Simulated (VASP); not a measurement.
Wanted: the native input for a VASP 6.6.1 run.

```yaml
Task: single point
Functional: PBEsol
Potentials_or_basis: VASP PAW PBE potentials, release 64 (Ti_sv, Al)
Cutoff: 520 eV
k_mesh: 18 × 18 × 6
Occupations: gaussian, width 0.15 eV
Spin: no spin polarisation
Dipole_correction: no
Further_INCAR_settings: ALGO = Fast; EDIFF = 1e-07; NBANDS = 28
```

The structure of Ti3Al lies in POSCAR:

```
Ti3Al
1.0
    3.0932912349      0.0000000000      0.0000000000
   -1.5466456174      2.6788687908      0.0000000000
    0.0000000000      0.0000000000      8.6472956472
Ti Al
3 1
Direct
    0.6666666667      0.3333333333      0.0000000000
    0.3333333333      0.6666666667      0.7511732072
    0.3333333333      0.6666666667      0.2488267928
    0.6666666667      0.3333333333      0.5000000000
```

This cell differs from its parent crystal: volume 17.914 Å^3 an atom, c/a of the conventional cell 2.7955.

These files were run (other wordings do the same):

INCAR

```
SYSTEM = Ti3Al
PREC = Accurate
ENCUT = 520
EDIFF = 1E-7
ISMEAR = 0
SIGMA = 0.15
LREAL = .False.
LASPH = .True.
NELM = 100
ALGO = Fast
ISIF = 2
LWAVE = .False.
LCHARG = .True.
GGA = PS
LELF = .True.
LVHAR = .True.
NBANDS = 28
```

KPOINTS

```
regular mesh
0
Gamma
  18 18 6
  0 0 0
```

Potentials or basis: VASP PAW PBE potentials, release 64 (Ti_sv, Al).

The run is started by

```bash
$ cat potpaw_PBE.64/Ti_sv/POTCAR potpaw_PBE.64/Al/POTCAR > POTCAR
$ mpirun -np 1 vasp_std > vasp.out
```

Results of the run:

```yaml
Pressure: -6.4 GPa
Largest_force: 0.107 eV/Å
```

Caveat: the PAW data sets were made with another functional, which shifts forces and pressure a little.

Run time: 18 min on 1 thread of Intel Xeon 6975P-C (shared host), peak memory 0.37 GiB.
